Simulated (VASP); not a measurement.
SnSe:

```
Sn Se
1.0
     0.00000    3.02815    3.02815
     3.02815    0.00000    3.02815
     3.02815    3.02815    0.00000
Sn Se
1 1
Direct
  0.00000 0.00000 0.00000
  0.50000 0.50000 0.50000
```

* Program: VASP 6.6.1
* Task: relaxation of cell and atoms
* Functional: r2SCAN
* Potentials or basis: VASP PAW PBE potentials, release 64 (Sn_d, Se)
* Cutoff: 600 eV
* k mesh: 6 × 6 × 6
* Occupations: fermi-dirac, width 0.02 eV
* Spin: no spin polarisation

At the start: pressure -1.3 GPa; volume 27.77 Å³/atom.

Task: Where does the relaxation end?

Result: Over 3 steps the energy falls by 3.0 meV/atom and the volume is 27.05 Å³/atom (-2.6 %); space group Fm-3m (No. 225, to 0.05 Å).

The path:
```tsv
step	energy change (eV)	largest force (eV/Å)	pressure (GPa)	volume (Å³)
1	0.0000	0.0000	-1.32	55.53
2	-0.0056	0.0000	0.41	53.71
3	-0.0061	0.0000	0.02	54.11
```

Final structure:
```
Sn Se
1.0
     0.00000    3.00197    3.00197
     3.00197    0.00000    3.00197
     3.00197    3.00197    0.00000
Sn Se
1 1
Direct
  0.00000 0.00000 0.00000
  0.50000 0.50000 0.50000
```

Caveat: the PAW data sets were made with another functional, which shifts forces and pressure a little.
